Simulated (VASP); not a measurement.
The system is Zn.

```
Zn
1.0
     2.67000    0.00000    0.00000
    -1.33500    2.31229    0.00000
     0.00000    0.00000    4.96600
Zn
2
Direct
  0.33333 0.66667 0.25000
  0.66667 0.33333 0.75000
```

- Program: VASP 6.6.1
- Task: relaxation of cell and atoms
- Functional: PBE
- Potentials or basis: VASP PAW PBE potentials, release 64 (Zn)
- Cutoff: 600 eV
- k mesh: 18 × 18 × 8
- Occupations: gaussian, width 0.1 eV
- Spin: no spin polarisation

At the start: pressure -0.7 GPa; volume 15.33 Å³/atom.

Task: Where does the relaxation end?

Result: Over 18 steps the energy falls by 2.4 meV/atom and the volume is 15.38 Å³/atom (+0.3 %); space group P6_3/mmc (No. 194, to 0.1 Å) before and after.

The path:
```csv
step,energy change (eV),largest force (eV/Å),pressure (GPa),volume (Å³)
1,0.0000,0.0000,-0.66,30.66
2,-0.0011,0.0000,0.13,30.38
3,-0.0011,0.0000,0.59,30.23
4,-0.0011,0.0000,0.43,30.31
5,-0.0022,0.0000,0.49,30.33
6,-0.0039,0.0000,0.86,30.38
7,-0.0047,0.0000,0.35,30.64
8,-0.0048,0.0000,0.01,30.80
9,-0.0048,0.0000,0.09,30.75
10,-0.0048,0.0000,0.10,30.73
11,-0.0048,0.0000,0.13,30.72
12,-0.0048,0.0000,0.11,30.73
13,-0.0048,0.0000,0.04,30.74
14,-0.0048,0.0000,0.04,30.73
15,-0.0048,0.0000,0.06,30.73
16,-0.0048,0.0000,0.07,30.73
17,-0.0048,0.0000,0.07,30.73
18,-0.0048,0.0000,0.03,30.76
```

Final structure:
```yaml
crystal:
  lattice:
    - [2.63688, 0.00000, 0.00000]
    - [-1.31844, 2.28360, 0.00000]
    - [0.00000, 0.00000, 5.10762]
  atoms:
    - { symbol: Zn, position: [0.33333, 0.66667, 0.25000] }
    - { symbol: Zn, position: [0.66667, 0.33333, 0.75000] }
```
